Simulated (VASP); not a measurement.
# Al (Cmcm) in VASP: a series of runs, part 3 of 3

VASP 6.6.1. The steps go on from the part before.

## (5) Single point, PBEsol+D3(BJ) (strain +0.0100 x Voigt [1, -1, 0, 0, 0, 0])

INCAR reads:

```
SYSTEM = Al
ALGO = Fast ; EDIFF = 1E-6
ENCUT = 520 ; GGA = PS
ISIF = 2 ; ISMEAR = 0
IVDW = 12 ; LASPH = .True.
LCHARG = .False. ; LREAL = .False.
LWAVE = .False. ; NBANDS = 10
NELM = 100 ; PREC = Accurate
SIGMA = 0.15
```

KPOINTS reads:

```
k-points
0
Gamma
  18 18 10
  0 0 0
```

POSCAR reads:

```
Al
1.0
    2.8405799050      0.0000000000      0.0000000000
   -1.4202899525      2.4113012036      0.0000000000
    0.0000000000      0.0000000000      4.8668500000
Al
2
Direct
    0.6666666667      0.3333333333      0.7500000000
    0.3333333333      0.6666666667      0.2500000000
```

Command:

```console
> cat potpaw_PBE.64/Al/POTCAR > POTCAR
> mpirun -np 1 vasp_std > vasp.out
```

Run time: 1.9 min. Hardware: 1 thread of Intel Xeon Platinum 8259CL at 2.50GHz (Skylake/Cascade Lake), shared host; peak memory 0.27 GiB.

The run converged. Its results:

| Property | Result |
| --- | --- |
| Free energy | -8.7379 eV |
| Pressure | -4.3 GPa |
| Band gap on the k mesh | zero (bands 3 and 4 overlap by 6.81 eV) |
| Dispersion energy per atom | -0.314 eV |

Stress tensor (GPa, compression positive):
```
-4.22  0.00  0.00
 0.00 -2.90  0.00
 0.00  0.00 -5.91
```

Levels at points of the mesh, in eV from the Fermi level:
| k point | band 1 | band 2 | band 3 | band 4 | band 5 | band 6 | band 7 | band 8 |
| --- | --- | --- | --- | --- | --- | --- | --- | --- |
| (0.00, 0.00, 0.00) | -11.04 | -5.04 | -4.81 | 11.13 | 11.21 | 11.38 | 11.69 | 11.93 |
| (0.50, 0.00, 0.00) | -5.07 | -4.94 | 0.56 | 0.58 | 1.29 | 1.42 | 6.46 | 7.96 |
| (0.00, 0.50, 0.00) | -4.85 | -4.81 | 0.73 | 0.78 | 1.52 | 1.54 | 5.89 | 7.51 |
| (0.00, 0.00, 0.50) | -9.49 | -9.49 | 2.40 | 2.40 | 12.22 | 12.22 | 12.73 | 12.73 |
| (0.50, 0.00, 0.50) | -3.83 | -3.83 | -3.13 | -3.13 | 7.46 | 7.46 | 7.77 | 7.77 |
| (0.00, 0.50, 0.50) | -3.69 | -3.69 | -2.91 | -2.91 | 7.22 | 7.22 | 7.37 | 7.37 |

Caveat: the cell differs from its parent crystal (strain +0.0100 x Voigt [1, -1, 0, 0, 0, 0]); the cell stands under tension; the PAW data sets were made with another functional, which shifts forces and pressure a little.

## (6) Single point, PBEsol+D3(BJ) (strain -0.0050 x Voigt [1, -1, 0, 0, 0, 0])

INCAR reads:

```
SYSTEM = Al
ALGO = Fast
EDIFF = 1E-6
ENCUT = 520
GGA = PS
ISIF = 2
ISMEAR = 0
IVDW = 12
LASPH = .True.
LCHARG = .False.
LREAL = .False.
LWAVE = .False.
NBANDS = 10
NELM = 100
PREC = Accurate
SIGMA = 0.15
```

KPOINTS is that of step 5.

POSCAR reads:

```
Al
1.0
    2.7983930747      0.0000000000      0.0000000000
   -1.3991965373      2.4478360703      0.0000000000
    0.0000000000      0.0000000000      4.8668500000
Al
2
Direct
    0.6666666667      0.3333333333      0.7500000000
    0.3333333333      0.6666666667      0.2500000000
```

Potentials or basis: VASP PAW PBE potentials, release 64 (Al).

Command:

```console
> cat potpaw_PBE.64/Al/POTCAR > POTCAR
> mpirun -np 1 vasp_std > vasp.out
```

Run time: 2 min. Hardware: 1 thread of Intel Xeon Platinum 8259CL at 2.50GHz (Skylake/Cascade Lake), shared host; peak memory 0.27 GiB.

Results (log left out):

| Quantity | Value |
| --- | --- |
| Free energy | -8.7389 eV |
| Pressure | -4.4 GPa |
| Band gap on the k mesh | zero (bands 3 and 4 overlap by 6.85 eV) |
| Dispersion energy per atom | -0.314 eV |

Stress tensor (GPa, compression positive):
```
-3.24  0.00  0.00
 0.00 -4.05  0.00
 0.00  0.00 -5.86
```

Levels at points of the mesh, in eV from the Fermi level:
```csv
k point,band 1,band 2,band 3,band 4,band 5,band 6
"(0.00, 0.00, 0.00)",-11.04,-5.04,-4.81,11.13,11.34,11.51
"(0.50, 0.00, 0.00)",-4.97,-4.88,0.65,0.67,1.40,1.48
"(0.00, 0.50, 0.00)",-5.07,-4.95,0.56,0.58,1.28,1.42
"(0.00, 0.00, 0.50)",-9.49,-9.49,2.40,2.40,12.34,12.34
"(0.50, 0.00, 0.50)",-3.76,-3.76,-3.03,-3.03,7.42,7.42
"(0.00, 0.50, 0.50)",-3.83,-3.83,-3.14,-3.14,7.46,7.46
```

Caveat: the cell differs from its parent crystal (strain -0.0050 x Voigt [1, -1, 0, 0, 0, 0]); the cell stands under tension; the PAW data sets were made with another functional, which shifts forces and pressure a little.

## (7) Single point, PBEsol+D3(BJ) (strain +0.0175 x Voigt [1, -1, 0, 0, 0, 0])

INCAR reads:

```
ALGO = Fast
EDIFF = 1E-6
ENCUT = 520
GGA = PS
ISIF = 2
ISMEAR = 0
IVDW = 12
LASPH = T
LCHARG = T
LELF = T
LREAL = F
LVHAR = T
LWAVE = F
NBANDS = 10
NELM = 100
PREC = Accurate
SIGMA = 0.15
```

KPOINTS reads:

```
k-points
0
Gamma
  18 18 10
```

POSCAR reads:

```
Al
1.0
    2.8616733201      0.0000000000      0.0000000000
   -1.4308366600      2.3930337702      0.0000000000
    0.0000000000      0.0000000000      4.8668500000
Al
2
Direct
    0.6666666667      0.3333333333      0.7500000000
    0.3333333333      0.6666666667      0.2500000000
```

Command:

```console
> cat potpaw_PBE.64/Al/POTCAR > POTCAR
> mpirun -np 1 vasp_std > vasp.out
```

It took 2 min on 1 thread of Intel Xeon Platinum 8259CL at 2.50GHz (Skylake/Cascade Lake), shared host; peak memory 0.27 GiB.

It converged, with:

```
Free energy                : -8.7355 eV
Pressure                   : -4.3 GPa
Band gap on the k mesh     : zero (bands 3 and 4 overlap by 6.83 eV)
Dispersion energy per atom : -0.314 eV
```

Stress tensor (GPa, compression positive):
```
-4.35  0.00  0.00
 0.00 -2.38  0.00
 0.00  0.00 -6.04
```

Levels at points of the mesh, in eV from the Fermi level:
| k point | band 1 | band 2 | band 3 | band 4 | band 5 | band 6 | band 7 |
| --- | --- | --- | --- | --- | --- | --- | --- |
| (0.00, 0.00, 0.00) | -11.03 | -5.03 | -4.80 | 11.06 | 11.09 | 11.19 | 11.88 |
| (0.50, 0.00, 0.00) | -5.11 | -4.97 | 0.52 | 0.55 | 1.24 | 1.40 | 6.62 |
| (0.00, 0.50, 0.00) | -4.74 | -4.74 | 0.82 | 0.90 | 1.61 | 1.64 | 5.63 |
| (0.00, 0.00, 0.50) | -9.48 | -9.48 | 2.41 | 2.41 | 12.04 | 12.04 | 12.90 |
| (0.50, 0.00, 0.50) | -3.86 | -3.86 | -3.18 | -3.18 | 7.48 | 7.48 | 7.78 |
| (0.00, 0.50, 0.50) | -3.62 | -3.62 | -2.79 | -2.79 | 6.96 | 6.96 | 7.30 |

Caveat: the cell differs from its parent crystal (strain +0.0175 x Voigt [1, -1, 0, 0, 0, 0]); the cell stands under tension; the PAW data sets were made with another functional, which shifts forces and pressure a little.

## (8) The runs side by side

```tsv
cell	further INCAR settings	gap on the mesh (eV)	pressure (GPa)
a = 2.827, b = 2.805, c = 4.867 Å, angles 90.0, 90.0, 120.2°, 2 atoms	ALGO = Fast; EDIFF = 1e-06; NBANDS = 10	none	-4.4
a = 2.869, b = 2.785, c = 4.867 Å, angles 90.0, 90.0, 121.0°, 2 atoms	ALGO = Fast; EDIFF = 1e-07; NBANDS = 10	none	-4.2
a = 2.770, b = 2.834, c = 4.867 Å, angles 90.0, 90.0, 119.3°, 2 atoms	ALGO = Fast; EDIFF = 1e-06; NBANDS = 10	none	-4.3
a = 2.841, b = 2.798, c = 4.867 Å, angles 90.0, 90.0, 120.5°, 2 atoms	ALGO = Fast; EDIFF = 1e-06; NBANDS = 10	none	-4.3
a = 2.798, b = 2.820, c = 4.867 Å, angles 90.0, 90.0, 119.8°, 2 atoms	ALGO = Fast; EDIFF = 1e-06; NBANDS = 10	none	-4.4
a = 2.862, b = 2.788, c = 4.867 Å, angles 90.0, 90.0, 120.9°, 2 atoms	ALGO = Fast; EDIFF = 1e-06; NBANDS = 10	none	-4.3
```

Alike in all rows: task single point; level PBEsol+D3(BJ); potentials or basis VASP PAW PBE potentials, release 64 (Al); no spin polarisation; k mesh 18 × 18 × 10; cutoff (eV) 520; smearing gaussian 0.15 eV.

Caveats: the cell stands under tension; the PAW data sets were made with another functional, which shifts forces and pressure a little.

Total energies depend on the potentials used, so only differences within one code and one set of settings carry meaning.
